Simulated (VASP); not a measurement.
# SrO (Fm-3m) in VASP: a series of runs, part 2 of 2

VASP 6.6.1. The steps go on from the part before.

## Step 3: Relaxation of cell and atoms, PBEsol

The input, INCAR:

```
SYSTEM = SrO
  ALGO = Normal
  EDIFF = 1E-6
  EDIFFG = -0.001
  ENCUT = 600
  GGA = PS
  IBRION = 2
  ISIF = 3
  ISMEAR = 0
  LASPH = .True.
  LCHARG = .False.
  LREAL = .False.
  LWAVE = .False.
  NELM = 100
  NSW = 80
  PREC = Accurate
  SIGMA = 0.01
```

The input, KPOINTS:

```
k-points
0
Gamma
  8 8 8
  0 0 0
```

The input, POSCAR:

```
SrO
1.0
    0.0000000000      2.5614471197      2.5614471197
    2.5614471197      0.0000000000      2.5614471197
    2.5614471197      2.5614471197      0.0000000000
Sr O
1 1
Direct
    0.5000000000      0.5000000000      0.5000000000
    0.0000000000      0.0000000000      0.0000000000
```

Potentials or basis: VASP PAW PBE potentials, release 64 (Sr_sv, O).

On the command line:

```console
$ cat potpaw_PBE.64/Sr_sv/POTCAR potpaw_PBE.64/O/POTCAR > POTCAR
$ mpirun -np 1 vasp_std > vasp.out
```

OUTCAR:

```text
SYSTEM = SrO
   EDIFF = 1E-6
   EDIFFG = -0.001
   ENCUT = 600
   GGA = PS
   IBRION = 2
   ISIF = 3
   ISMEAR = 0
   LASPH = .True.
   LREAL = .False.
   NELM = 100
   NSW = 80
   PREC = Accurate

 ion  position               nearest neighbor table
   1  0.500  0.500  0.500-   2 2.56   2 2.56   2 2.56   2 2.56   2 2.56   2 2.56
   2  0.000  0.000  0.000-   1 2.56   1 2.56   1 2.56   1 2.56   1 2.56   1 2.56

  LATTYP: Found a face centered cubic cell.
 ALAT       =     5.1228942394

  Lattice vectors:

 A1 = (   0.0000000000,   2.5614471197,   2.5614471197)
 A2 = (   2.5614471197,   0.0000000000,   2.5614471197)
 A3 = (   2.5614471197,   2.5614471197,   0.0000000000)

Analysis of symmetry for initial positions (statically):
=====================================================================
 Subroutine PRICEL returns:
 Original cell was already a primitive cell.

 Routine SETGRP: Setting up the symmetry group for a
 face centered cubic supercell.

 Subroutine GETGRP returns: Found 48 space group operations
 (whereof 48 operations were pure point group operations)
 out of a pool of 48 trial point group operations.

The static configuration has the point symmetry O_h .

Analysis of symmetry for dynamics (positions and initial velocities):
=====================================================================
 Subroutine PRICEL returns:
 Original cell was already a primitive cell.

 Routine SETGRP: Setting up the symmetry group for a
 face centered cubic supercell.

 Subroutine GETGRP returns: Found 48 space group operations
 (whereof 48 operations were pure point group operations)
 out of a pool of 48 trial point group operations.

The dynamic configuration has the point symmetry O_h .

 Subroutine INISYM returns: Found 48 space group operations
 (whereof 48 operations are pure point group operations),
 and found     1 'primitive' translations

----------------------------------------------------------------------------------------
[... 136 lines left out ...]

 Free energy of the ion-electron system (eV)
  ---------------------------------------------------
  ext. energy  EPLUGINS =         0.00000000
  ---------------------------------------------------
  free energy    TOTEN  =       -12.64063080 eV

  energy without entropy =      -12.64063080  energy(sigma->0) =      -12.64063080

------------------------ aborting loop because EDIFF is reached ----------------------------------------

  FORCE on cell =-STRESS in cart. coord.  units (eV):
  Direction    XX          YY          ZZ          XY          YZ          ZX
  --------------------------------------------------------------------------------------
  -------------------------------------------------------------------------------------
  Total        0.1119238      0.1119238      0.1119238      0.0000000      0.0000000      0.0000000
  in kB        5.3351522      5.3351522      5.3351522      0.0000000      0.0000000      0.0000000
  external PRESSURE =       5.3351522 kB  Pullay stress =       0.0000000 kB
[... 59 lines left out ...]
--------------------------------------- Ionic step        3  -------------------------------------------

 number of electron      15.9999997 magnetization

 Free energy of the ion-electron system (eV)
  ---------------------------------------------------
  ext. energy  EPLUGINS =         0.00000000
  ---------------------------------------------------
  free energy    TOTEN  =       -12.64094425 eV

  energy without entropy =      -12.64094425  energy(sigma->0) =      -12.64094425

 E-fermi :   1.5682     XC(G=0): -10.3036

 val. band max:        1.5136673431   @ k =   0.0000   0.0000   0.0000
 cond. band min:       4.6662436302   @ k =   0.5000   0.5000   0.0000
 fundamental gap:      3.1525762871
 Fermi energy:         1.5681721553

 k-point     1 :       0.0000    0.0000    0.0000
  band No.  band energies     occupation
      1     -30.7035      2.00000
      2     -13.4911      2.00000
      3     -12.3503      2.00000
      4     -12.3503      2.00000
      5     -12.3503      2.00000
      6       1.5137      2.00000
      7       1.5137      2.00000
      8       1.5137      2.00000
      9       5.3761      0.00000
     10       7.6883      0.00000
     11       7.6883      0.00000
     12       7.6883      0.00000
[... 331 lines left out ...]
 k-point    24 :      -0.3750    0.2500    0.1250
  band No.  band energies     occupation
      1     -30.5360      2.00000
      2     -14.7052      2.00000
      3     -12.7577      2.00000
      4     -12.5910      2.00000
      5     -11.5220      2.00000
      6      -0.1042      2.00000
      7       0.6324      2.00000
      8       0.7137      2.00000
      9       7.8306      0.00000
     10       8.1808      0.00000
     11      10.8378      0.00000
     12      11.0482      0.00000

 [... further k-points ...]

------------------------ aborting loop because EDIFF is reached ----------------------------------------

  FORCE on cell =-STRESS in cart. coord.  units (eV):
  Direction    XX          YY          ZZ          XY          YZ          ZX
  --------------------------------------------------------------------------------------
  -------------------------------------------------------------------------------------
  Total       -0.0000778     -0.0000778     -0.0000778      0.0000000      0.0000000     -0.0000000
  in kB       -0.0036881     -0.0036881     -0.0036881      0.0000000      0.0000000     -0.0000000
  external PRESSURE =      -0.0036881 kB  Pullay stress =       0.0000000 kB
[... 17 lines left out ...]
  FREE ENERGIE OF THE ION-ELECTRON SYSTEM (eV)
  ---------------------------------------------------
  free  energy   TOTEN  =       -12.6409442513 eV

  energy  without entropy=      -12.6409442513  energy(sigma->0) =      -12.64094425

 reached required accuracy - stopping structural energy minimisation
```

OSZICAR:

```text
N       E                     dE             d eps       ncg     rms          rms(c)
DAV:   1     0.732531120530E+02    0.73253E+02   -0.88234E+03   696   0.141E+03
[... 23 lines left out ...]
       N       E                     dE             d eps       ncg     rms          rms(c)
DAV:   1    -0.126416145713E+02   -0.72911E-03   -0.14462E-02   824   0.115E+00    0.245E-01
DAV:   2    -0.126410658767E+02    0.54869E-03   -0.24272E-03   764   0.421E-01    0.714E-02
DAV:   3    -0.126409487320E+02    0.11714E-03   -0.27603E-04   900   0.177E-01    0.714E-02
DAV:   4    -0.126409312097E+02    0.17522E-04   -0.14164E-04  1052   0.894E-02    0.601E-02
DAV:   5    -0.126409410550E+02   -0.98452E-05   -0.67066E-06   880   0.250E-02    0.161E-02
DAV:   6    -0.126409439456E+02   -0.28906E-05   -0.12042E-05  1084   0.237E-02    0.393E-03
DAV:   7    -0.126409442513E+02   -0.30570E-06   -0.12300E-07   372   0.402E-03
   3 F= -.12640944E+02 E0= -.12640944E+02  d E =-.313454E-03
```

Run time: 21 s. Hardware: 1 thread of Intel Xeon Platinum 8488C (Sapphire Rapids), shared host; peak memory 0.18 GiB.

Results:

* Free energy: -12.6409 eV
* Relaxed volume: 16.90 Å³/atom
* Relaxed cell: a = 3.629 Å, b = 3.629 Å, c = 3.629 Å, α = 60.00°, β = 60.00°, γ = 60.00°
* Space group after relaxing (to 0.05 Å): Fm-3m (No. 225)
* Energy gained by relaxing: 0.2 meV/atom
* Ionic steps: 3
* Pressure after relaxing: 0.0 GPa
* Band gap on the k mesh: 3.15 eV, indirect (least direct gap 3.24 eV)

The path:
```tsv
step	energy change (eV)	largest force (eV/Å)	pressure (GPa)	volume (Å³)
1	0.0000	0.0000	0.53	33.61
2	-0.0003	0.0000	-0.22	33.88
3	-0.0003	0.0000	0.00	33.80
```

Final structure:
```cif
data_structure
_symmetry_space_group_name_H-M 'P 1'
_symmetry_Int_Tables_number 1
_cell_length_a 3.6292
_cell_length_b 3.6292
_cell_length_c 3.6292
_cell_angle_alpha 60.000
_cell_angle_beta 60.000
_cell_angle_gamma 60.000
_cell_volume 33.80
loop_
_atom_site_label
_atom_site_type_symbol
_atom_site_fract_x
_atom_site_fract_y
_atom_site_fract_z
_atom_site_occupancy
Sr1 Sr 0.50000 0.50000 0.50000 1
O1 O 0.00000 0.00000 0.00000 1
```

Caveat: the PAW data sets were made with another functional, which shifts forces and pressure a little. Zero-point motion and thermal expansion aren't in these numbers.

## Step 4: Single point, PBEsol

The input, INCAR:

```
PREC = Accurate ; ENCUT = 600
EDIFF = 1E-6 ; ISMEAR = 0
SIGMA = 0.02 ; LREAL = F
LASPH = T ; NELM = 120
ALGO = Normal ; ISIF = 2
LWAVE = F ; LCHARG = F
GGA = PS ; NBANDS = 15
GGA_COMPAT = F
```

The input, KPOINTS:

```
Automatic mesh
0
Gamma
  8 8 8
```

POSCAR is that of step 3.

Potentials or basis: VASP PAW PBE potentials, release 64 (Sr_sv, O).

On the command line:

```console
$ cat potpaw_PBE.64/Sr_sv/POTCAR potpaw_PBE.64/O/POTCAR > POTCAR
$ mpirun -np 1 vasp_std > vasp.out
```

OUTCAR:

```text
PREC = Accurate
   ENCUT = 600
   EDIFF = 1E-6
   ISMEAR = 0
   LREAL = F
   LASPH = T
   NELM = 120
   ISIF = 2
   GGA = PS

 ion  position               nearest neighbor table
   1  0.500  0.500  0.500-   2 2.56   2 2.56   2 2.56   2 2.56   2 2.56   2 2.56
   2  0.000  0.000  0.000-   1 2.56   1 2.56   1 2.56   1 2.56   1 2.56   1 2.56

  LATTYP: Found a face centered cubic cell.
 ALAT       =     5.1228942394

  Lattice vectors:

 A1 = (   0.0000000000,   2.5614471197,   2.5614471197)
 A2 = (   2.5614471197,   0.0000000000,   2.5614471197)
 A3 = (   2.5614471197,   2.5614471197,   0.0000000000)

Analysis of symmetry for initial positions (statically):
=====================================================================
 Subroutine PRICEL returns:
 Original cell was already a primitive cell.

 Routine SETGRP: Setting up the symmetry group for a
 face centered cubic supercell.

 Subroutine GETGRP returns: Found 48 space group operations
 (whereof 48 operations were pure point group operations)
 out of a pool of 48 trial point group operations.

The static configuration has the point symmetry O_h .

Analysis of symmetry for dynamics (positions and initial velocities):
=====================================================================
 Subroutine PRICEL returns:
 Original cell was already a primitive cell.

 Routine SETGRP: Setting up the symmetry group for a
 face centered cubic supercell.

 Subroutine GETGRP returns: Found 48 space group operations
 (whereof 48 operations were pure point group operations)
 out of a pool of 48 trial point group operations.

The dynamic configuration has the point symmetry O_h .

 Subroutine INISYM returns: Found 48 space group operations
 (whereof 48 operations are pure point group operations),
 and found     1 'primitive' translations

----------------------------------------------------------------------------------------

                                     Primitive cell

  volume of cell :      33.6114

  direct lattice vectors                    reciprocal lattice vectors
     0.000000000  2.561447120  2.561447120    -0.195202156  0.195202156  0.195202156
     2.561447120  0.000000000  2.561447120     0.195202156 -0.195202156  0.195202156
     2.561447120  2.561447120  0.000000000     0.195202156  0.195202156 -0.195202156

  length of vectors
     3.622433256  3.622433256  3.622433256     0.338100052  0.338100052  0.338100052

  position of ions in fractional coordinates (direct lattice)
     0.500000000  0.500000000  0.500000000
     0.000000000  0.000000000  0.000000000

  ion indices of the primitive-cell ions
   primitive index   ion index
                 1           1
                 2           2

----------------------------------------------------------------------------------------

 KPOINTS: Automatic mesh

Automatic generation of k-mesh.
 Grid dimensions read from file:
 generate k-points for:    8    8    8

 Generating k-lattice:

  Cartesian coordinates                     Fractional coordinates (reciprocal lattice)
    -0.024400269  0.024400269  0.024400269     0.125000000  0.000000000  0.000000000
     0.024400269 -0.024400269  0.024400269     0.000000000  0.125000000  0.000000000
     0.024400269  0.024400269 -0.024400269     0.000000000  0.000000000  0.125000000

[... 40 lines left out ...]
   total plane-waves  NPLWV =  27000
   dimension x,y,z NGX =    30 NGY =   30 NGZ =   30
   dimension x,y,z NGXF=    60 NGYF=   60 NGZF=   60
   ions per type =               1   1
   NGX,Y,Z   is equivalent  to a cutoff of  13.77, 13.77, 13.77 a.u.
   NGXF,Y,Z  is equivalent  to a cutoff of  27.54, 27.54, 27.54 a.u.
 SYSTEM =  unknown system
   PREC   = accura    normal or accurate (medium, high low for compatibility)
   ISTART =      0    job   : 0-new  1-cont  2-samecut
   ICHARG =      2    charge: 1-file 2-atom 10-const
   ISPIN  =      1    spin polarized calculation?
   LNONCOLLINEAR =      F non collinear calculations
   LSORBIT =      F    spin-orbit coupling
   LASPH  =      T    aspherical Exc in radial PAW
   ENCUT  =  600.0 eV  44.10 Ry    6.64 a.u.   7.23  7.23  7.23*2*pi/ulx,y,z
   NELM   =    120;   NELMIN=  2; NELMDL= -5     # of ELM steps
   EDIFF  = 0.1E-05   stopping-criterion for ELM
   LREAL  =      F    real-space projection
   EDIFFG = 0.1E-04   stopping-criterion for IOM
   NSW    =      0    number of steps for IOM
   IBRION =     -1    ionic relax: 0-MD 1-quasi-New 2-CG
   NFREE  =      0    steps in history (QN), initial steepest desc. (CG)
   ISIF   =      2    stress and relaxation
   ISYM   =      2    0-nonsym 1-usesym 2-fastsym
   POTIM  = 0.5000    time-step for ionic-motion
   TEBEG  =    0.0;   TEEND  =   0.0 temperature during run
   PSTRESS=    0.0 pullay stress
   NELECT =      16.0000    total number of electrons
   NUPDOWN=      -1.0000    fix difference up-down
   EMIN   =  10.00;   EMAX   =-10.00  energy-range for DOS
   EFERMI =   0.00;   METHOD = LEGACY
   ISMEAR =     0;   SIGMA  =   0.02  broadening in eV -4-tet -1-fermi 0-gaus
   EFERMI_NEDOS =   21; number of points for ismear=-14 and -15
   IALGO  =     38    algorithm
   IMIX   =      4    mixing-type and parameters
     AMIX     =   0.40;   BMIX     =  1.00
     AMIX_MAG =   1.60;   BMIX_MAG =  1.00
  volume/ion in A,a.u.               =      16.81       113.41
  Fermi-wavevector in a.u.,A,eV,Ry     =   1.278261  2.415562 22.231245  1.633950
  Thomas-Fermi vector in A             =   2.410813
   LORBIT       =      0    0 simple, 1 ext, 2 COOP (PROOUT), +10 PAW based schemes
   GGA     = PS    functional components
   LHFCALC =     F    Hartree Fock is set to
   AEXX    =    0.0000 exact exchange contribution
   IVDW    =     0    specifies the selected vdW correction
   LEPSILON=     F    determine dielectric tensor
   LRPA    =     F    only Hartree local field effects (RPA)
 non-spin polarized calculation
 Gauss-broadening in eV      SIGMA  =   0.02
  energy-cutoff  :      600.00
  volume of cell :       33.61
 maximum number of plane-waves:      1139
 NGX is ok and might be reduce to    30
   NGX = 15   NGY = 15   NGZ = 15

 number of electron      15.9999997 magnetization

 Free energy of the ion-electron system (eV)
  ---------------------------------------------------
  ext. energy  EPLUGINS =         0.00000000
  ---------------------------------------------------
  free energy    TOTEN  =       -12.64063031 eV

  energy without entropy =      -12.64063031  energy(sigma->0) =      -12.64063031

 E-fermi :   1.6399     XC(G=0): -10.3308

 val. band max:        1.5402395972   @ k =   0.0000   0.0000   0.0000
 cond. band min:       4.6884790877   @ k =   0.5000   0.5000   0.0000
 fundamental gap:      3.1482394905
 Fermi energy:         1.6399253087

 k-point     1 :       0.0000    0.0000    0.0000
  band No.  band energies     occupation
      1     -30.6576      2.00000
      2     -13.4717      2.00000
      3     -12.2983      2.00000
      4     -12.2983      2.00000
      5     -12.2983      2.00000
      6       1.5402      2.00000
      7       1.5402      2.00000
      8       1.5402      2.00000
      9       5.4426      0.00000
     10       7.7266      0.00000
     11       7.7266      0.00000
     12       7.7266      0.00000
     13       9.9472      0.00000
     14       9.9472      0.00000
[... 401 lines left out ...]
      2     -14.6931      2.00000
      3     -12.7131      2.00000
      4     -12.5436      2.00000
      5     -11.4713      2.00000
      6      -0.0844      2.00000
      7       0.6537      2.00000
      8       0.7378      2.00000
      9       7.8772      0.00000
     10       8.2294      0.00000
     11      10.9115      0.00000
     12      11.1100      0.00000
     13      13.2706      0.00000
     14      14.5433      0.00000
     15      14.9145      0.00000

 [... further k-points ...]

------------------------ aborting loop because EDIFF is reached ----------------------------------------

  FORCE on cell =-STRESS in cart. coord.  units (eV):
  Direction    XX          YY          ZZ          XY          YZ          ZX
  --------------------------------------------------------------------------------------
  -------------------------------------------------------------------------------------
  Total        0.1117010      0.1117010      0.1117010      0.0000000      0.0000000     -0.0000000
  in kB        5.3245327      5.3245327      5.3245327      0.0000000      0.0000000     -0.0000000
  external PRESSURE =       5.3245327 kB  Pullay stress =       0.0000000 kB

 VOLUME and BASIS-vectors are now :
 -----------------------------------------------------------------------------
  energy-cutoff  :      600.00
  volume of cell :       33.61
      direct lattice vectors                 reciprocal lattice vectors
     0.000000000  2.561447120  2.561447120    -0.195202156  0.195202156  0.195202156
     2.561447120  0.000000000  2.561447120     0.195202156 -0.195202156  0.195202156
     2.561447120  2.561447120  0.000000000     0.195202156  0.195202156 -0.195202156

 POSITION                                       TOTAL-FORCE (eV/Angst)
 -----------------------------------------------------------------------------------
      2.56145      2.56145      2.56145        -0.000000      0.000000     -0.000000
      0.00000      0.00000      0.00000         0.000000      0.000000      0.000000
 -----------------------------------------------------------------------------------
    total drift:                               -0.000000      0.000000      0.000000

  FREE ENERGIE OF THE ION-ELECTRON SYSTEM (eV)
  ---------------------------------------------------
  free  energy   TOTEN  =       -12.6406303136 eV

  energy  without entropy=      -12.6406303136  energy(sigma->0) =      -12.64063031
```

Wall time 21 s (1 thread of Intel Xeon 6975P-C, shared host); peak memory 0.18 GiB.

What came out:

```yaml
Free_energy: -12.6406 eV
Pressure: 0.5 GPa
Band_gap_on_the_k_mesh: 3.15 eV, indirect (least direct gap 3.23 eV)
```

Caveat: the PAW data sets were made with another functional, which shifts forces and pressure a little. A k mesh can miss the band edges.

## Step 5: Overview

```csv
task,cell,cutoff (eV),smearing,gap on the mesh (eV),pressure (GPa)
single point,"a = 3.622 Å, angles 60.0°, 2 atoms",520,gaussian 0.01 eV,3.15,0.6
relaxation of cell and atoms,"relaxed from a = 3.622 Å, angles 60.0°, 2 atoms",600,gaussian 0.01 eV,3.15,0.0
single point,"a = 3.622 Å, angles 60.0°, 2 atoms",600,gaussian 0.02 eV,3.15,0.5
```

Alike in all rows: level PBEsol; potentials or basis VASP PAW PBE potentials, release 64 (Sr_sv, O); no spin polarisation; k mesh 8 × 8 × 8.

Caveats: the PAW data sets were made with another functional, which shifts forces and pressure a little.

Total energies depend on the potentials used, so only differences within one code and one set of settings carry meaning.
